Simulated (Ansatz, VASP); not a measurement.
One calculation of Pt, two programs

```
Pt
1.0
    -1.49081    1.49081    1.78897
     1.49081   -1.49081    1.78897
     1.49081    1.49081   -1.78897
Pt
1
Direct
  0.00000 0.00000 0.00000
```

Alike in both runs: task single point; functional PBEsol; k mesh 24 × 24 × 24; occupations gaussian, width 0.15 eV; no spin polarisation.

```csv
,VASP,Ansatz
version,VASP 6.6.1,Ansatz 0.2.0
potentials or method,"VASP PAW PBE potentials, release 64 (Pt), cutoff 520 eV","scalar-relativistic, plane waves, PAW"
valence electrons in the cell,10,18
```

VASP gave:

| Quantity | Value |
| --- | --- |
| gap on the k mesh at the Fermi level (eV) | none |
| pressure (GPa) | -12.7 |
| traceless stress, the component that is largest in VASP (GPa) | 4.15 |

**Question.** What did Ansatz give for the same quantities?

**Answer.** gap on the k mesh at the Fermi level (eV): none; pressure (GPa): -12.3; traceless stress, the component that is largest in VASP (GPa): 4.15.

VASP's potentials were made for PBE, not for PBEsol. A gap of «none» marks a metal or a gap that the smearing closes. VASP's potentials hold 10 valence electrons a cell and Ansatz's 18, so a difference there can come from the potentials and not from the codes.

Spin-orbit coupling is off throughout.
